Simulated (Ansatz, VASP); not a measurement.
# Two plane-wave programs on ZnSe3

Contents of INCAR:

```
SYSTEM = ZnSe3
PREC = Accurate
ENCUT = 500
EDIFF = 1E-6
ISMEAR = 0
SIGMA = 0.1
LREAL = .False.
LASPH = .True.
NELM = 120
ALGO = Normal
ISIF = 2
LWAVE = .False.
LCHARG = .False.
GGA = PE
NBANDS = 23
GGA_COMPAT = .False.
```

Contents of KPOINTS:

```
Automatic mesh
0
Gamma
  4 4 4
  0 0 0
```

File POSCAR:

```
ZnSe3
1.0
   -2.6853216000      2.6853216000      3.3113171900
    2.6853216000     -2.6853216000      3.3113171900
    2.6853216000      2.6853216000     -3.3113171900
Zn Se
1 3
Direct
    0.5000000000      0.5000000000      0.0000000000
    0.5000000000      0.0000000000      0.5000000000
    0.0000000000      0.5000000000      0.5000000000
    0.0000000000      0.0000000000      0.0000000000
```

Input for Ansatz:

```yaml
crystal:
  lattice:
    - [-2.6853216, 2.6853216, 3.31131719]
    - [2.6853216, -2.6853216, 3.31131719]
    - [2.6853216, 2.6853216, -3.31131719]
  atoms:
    - { symbol: Zn, position: [0.5, 0.5, 0.0] }
    - { symbol: Se, position: [0.5, 0.0, 0.5] }
    - { symbol: Se, position: [0.0, 0.5, 0.5] }
    - { symbol: Se, position: [0.0, 0.0, 0.0] }
basis:
  ecutwfc: 420
kpoints:
  mp_grid: { grid: [4, 4, 4] }
hamiltonian:
  xc: pbe
scf:
  occupations: { method: gaussian, width: 0.1 }
  lower_state_search: "off"
output:
  forces: true
  stress: true
  eigenvalues: true
```

Alike in both runs: task single point; functional PBE; k mesh 4 × 4 × 4; occupations gaussian, width 0.1 eV; no spin polarisation.

|  | VASP | Ansatz |
| --- | --- | --- |
| version | VASP 6.6.1 | Ansatz 0.2.0 |
| potentials or method | VASP PAW PBE potentials, release 64 (Zn, Se), cutoff 500 eV | scalar-relativistic, plane waves, PAW |
| valence electrons in the cell | 30 | 60 |

|  | VASP | Ansatz | Ansatz less VASP |
| --- | --- | --- | --- |
| gap on the k mesh at the Fermi level (eV) | none | none | - |
| pressure (GPa) | -2.8 | -2.9 | -0.07 |
| traceless stress, the component that is largest in VASP (GPa) | -3.56 | -3.52 | +0.042 |

A gap of «none» marks a metal or a gap that the smearing closes. The functional is the same, so the differences come from potentials, cutoffs and numerics. VASP's potentials hold 30 valence electrons a cell and Ansatz's 60, so a difference there can come from the potentials and not from the codes.

The k mesh is coarse, so the values compare programs but aren't converged.
